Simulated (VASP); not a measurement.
A run of VASP 6.6.1 is set up as follows.

Contents of INCAR:

```
SYSTEM = MnO2
PREC = Accurate
ENCUT = 600
EDIFF = 1E-6
ISMEAR = -1
SIGMA = 0.0701
LREAL = .False.
LASPH = .True.
NELM = 200
ALGO = Normal
ISIF = 2
LWAVE = .False.
LCHARG = .False.
ISPIN = 2
MAGMOM = 4.5 4.5 0 0 0 0
LORBIT = 11
LMAXMIX = 4
LDAU = .True.
LDAUTYPE = 2
LDAUL = 2 -1
LDAUU = 1.55 0
LDAUJ = 0 0
LDAUPRINT = 1
GGA = PE
NBANDS = 38
GGA_COMPAT = .False.
```

The input KPOINTS:

```
Automatic mesh
0
Gamma
  5 5 8
  0 0 0
```

The input POSCAR:

```
MnO2
1.0
    4.5074240300      0.0000000000      0.0000000000
    0.0000000000      4.5074240300      0.0000000000
    0.0000000000      0.0000000000      2.9629627500
Mn O
2 4
Direct
    0.0000000000      0.0000000000      0.0000000000
    0.5000000000      0.5000000000      0.5000000000
    0.3040000000      0.3040000000      0.0000000000
    0.6960000000      0.6960000000      0.0000000000
    0.8040000000      0.1960000000      0.5000000000
    0.1960000000      0.8040000000      0.5000000000
```

Potentials or basis: VASP PAW PBE potentials, release 64 (Mn_pv, O).

Launch:

```sh
$ cat potpaw_PBE.64/Mn_pv/POTCAR potpaw_PBE.64/O/POTCAR > POTCAR
$ mpirun -np 1 vasp_std > vasp.out
```

(1) Predict the net moment.

(2) Estimate the site moments.

(3) Predict the pressure.

## Answers

(1) 6.04 μB per cell.

(2) Mn +2.93; O +0.00 μB.

(3) -9.4 GPa.

Caveat: the cell stands under tension.
